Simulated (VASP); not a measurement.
Input of a VASP 6.6.1 run:

The input INCAR:

```
ALGO     = Normal         # electronic algorithm
EDIFF    = 1E-7           # SCF threshold, eV
EDIFFG   = -0.01          # ionic threshold
ENCUT    = 600            # plane-wave cutoff, eV
GGA      = PE             # functional
IBRION   = 2              # ionic algorithm
ISIF     = 3              # what is computed and relaxed
ISMEAR   = 0              # smearing method
LASPH    = True           # aspherical terms in the spheres
LCHARG   = False          # write CHGCAR
LREAL    = False          # projectors in reciprocal space
LWAVE    = False          # write WAVECAR
NELM     = 60             # most SCF steps
NSW      = 100            # ionic steps
PREC     = Accurate       # precision mode
SIGMA    = 0.1            # smearing width, eV
```

KPOINTS

```
k-points
0
Gamma
  10 10 6
```

File POSCAR:

```
HfC5
1.0
    3.3529362493      0.0000000000      0.0000000000
    0.0000000000      3.3529362493      0.0000000000
    0.0000000000      0.0000000000      7.0898953574
Hf C
1 5
Direct
    0.5000000000      0.5000000000      0.0000000000
    0.2999326336      0.0000000000      0.5000000000
    0.7000673664      0.0000000000      0.5000000000
    0.0000000000      0.7000673664      0.5000000000
    0.0000000000      0.2999326336      0.5000000000
    0.0000000000      0.0000000000      0.0000000000
```

Potentials or basis: VASP PAW PBE potentials, release 64 (Hf_pv, C).

The run is started by

```sh
$ cat potpaw_PBE.64/Hf_pv/POTCAR potpaw_PBE.64/C/POTCAR > POTCAR
$ mpirun -np 1 vasp_std > vasp.out
```

Predict the relaxed cell.

a = 3.352 Å, b = 3.352 Å, c = 7.189 Å, α = 90.00°, β = 90.00°, γ = 90.00°.

Predict the space group after relaxing (to 0.05 Å).

P4/mmm (No. 123).

Final structure:
```xyz
6
Lattice="3.3518 0.0000 0.0000 0.0000 3.3518 0.0000 0.0000 0.0000 7.1893" Properties=species:S:1:pos:R:3 pbc="T T T"
Hf    1.6759    1.6759    0.0000
C     1.0083    0.0000    3.5946
C     2.3435    0.0000    3.5946
C     0.0000    2.3435    3.5946
C     0.0000    1.0083    3.5946
C     0.0000    0.0000    0.0000
```
